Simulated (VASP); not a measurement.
Wanted: the native input for a VASP 6.6.1 run.

| Quantity | Value |
| --- | --- |
| Task | single point |
| Functional | PBEsol |
| Potentials or basis | VASP PAW PBE potentials, release 64 (Ta_pv, C) |
| Cutoff | 520 eV |
| k mesh | 18 × 18 × 10 |
| Occupations | gaussian, width 0.1 eV |
| Spin | no spin polarisation |
| Dipole correction | no |
| Further INCAR settings | ALGO = Normal; EDIFF = 1e-07; NBANDS = 20 |

The structure of Ta2C lies in POSCAR:

```
Ta2C
1.0
    3.0643476896      0.0000000000      0.0000000000
   -1.5321738448      2.6538029452      0.0000000000
    0.0000000000      0.0000000000      4.9506067769
Ta C
2 1
Direct
    0.3333333333      0.6666666667      0.2528761937
    0.6666666667      0.3333333333      0.7471238063
    0.0000000000      0.0000000000      0.0000000000
```

This cell differs from its parent crystal: biaxial strain in the a-b plane: -1.0 %.

One way to write it, as run:

INCAR

```
SYSTEM = Ta2C
  PREC = Accurate
  ENCUT = 520
  EDIFF = 1E-7
  ISMEAR = 0
  SIGMA = 0.1
  LREAL = .False.
  LASPH = .True.
  NELM = 60
  ALGO = Normal
  ISIF = 2
  LWAVE = .False.
  LCHARG = .False.
  GGA = PS
  NBANDS = 20
```

KPOINTS

```
Automatic mesh
0
Gamma
  18 18 10
  0 0 0
```

Potentials or basis: VASP PAW PBE potentials, release 64 (Ta_pv, C).

Launch:

```console
$ cat potpaw_PBE.64/Ta_pv/POTCAR potpaw_PBE.64/C/POTCAR > POTCAR
$ mpirun -np 1 vasp_std > vasp.out
```

It gave:

| Item | Value |
| --- | --- |
| Pressure | 4.7 GPa |
| Largest force | 0.139 eV/Å |
| Band gap on the k mesh | zero (band 13 reaches 7.12 eV, above the bottom of band 14 at 6.38 eV) |

Caveat: the cell differs from its parent crystal (biaxial strain in the a-b plane: -1.0 %); the PAW data sets were made with another functional, which shifts forces and pressure a little; spin-orbit coupling is left out, which moves the levels of the heavy elements.

It took 2.9 min on 1 thread of Intel Xeon 6975P-C, on a shared host, peak memory 0.35 GiB.
